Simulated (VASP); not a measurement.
# HgTe: electric field gradients with LDA

HgTe:

```
Hg Te
1.0
     0.00000    2.92150    2.92150
     2.92150    0.00000    2.92150
     2.92150    2.92150    0.00000
Hg Te
1 1
Direct
  0.00000 0.00000 0.00000
  0.50000 0.50000 0.50000
```

- Program: VASP 6.6.1
- Task: electric field gradients
- Functional: LDA
- Potentials or basis: VASP PAW LDA potentials, release 64 (Hg, Te)
- Cutoff: 400 eV
- k mesh: 10 × 10 × 10
- Occupations: fermi-dirac, width 0.08 eV
- Spin: no spin polarisation
- Dipole correction: no
- Further INCAR settings: ALGO = Normal; EDIFF = 1e-08; NBANDS = 16

```json
{"Pressure": "4.4 GPa", "Band gap on the k mesh": "zero (bands 9 and 10 overlap by 3.25 eV)", "Largest electric field gradient by atom": "zero within the noise of the run"}
```

Levels at points of the mesh, in eV from the Fermi level:
```
           k point  band 7  band 8  band 9  band 10  band 11  band 12
(0.00, 0.00, 0.00)   -0.90   -0.90   -0.90    -0.46     7.71     7.71
(0.50, 0.00, 0.00)   -6.08    0.44    0.44     2.39     3.71     3.71
(0.50, 0.50, 0.00)   -5.19   -2.99   -2.82    -2.82     4.64     9.80
```

It took 38 s on 1 thread of Intel Xeon 8259CL, on a shared host, peak memory 0.16 GiB.

Caveat: the cell stands under pressure; spin-orbit coupling is left out, which moves the levels of the heavy elements.
